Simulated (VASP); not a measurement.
Runs of VASP 6.6.1 on InSb3. The typed cell holds 4 atoms: a = 5.366 Å, b = 5.366 Å, c = 5.366 Å, α = 60.00°, β = 60.00°, γ = 60.00°. 

| level | k mesh | smearing | gap on the mesh (eV) | pressure (GPa) | largest force (eV/Å) |
| --- | --- | --- | --- | --- | --- |
| PBEsol | 6 × 6 × 6 | fermi-dirac 0.05 eV | none | -3.0 | (a) |
| PBE | 5 × 5 × 5 | gaussian 0.01 eV | none | 0.0 | 0.34 |
| PBE | 5 × 5 × 5 | gaussian 0.025 eV | none | 0.0 | 0.34 |
| PBE | 5 × 5 × 5 | gaussian 0.05 eV | none | 0.0 | 0.34 |

Alike in all rows: task single point; potentials or basis VASP PAW PBE potentials, release 64 (Sb, In_d); no spin polarisation; cell as given; cutoff (eV) 520.

Task: Fill in the values left out.

Result: (a) 0.19.

Caveats: spin-orbit coupling is left out, which moves the levels of the heavy elements; the PAW data sets were made with another functional, which shifts forces and pressure a little (some runs).

A k mesh can miss the band edges, and the runs leave out spin-orbit coupling on In, Sb.

A gap of «none» marks levels without a gap at the run's occupations.
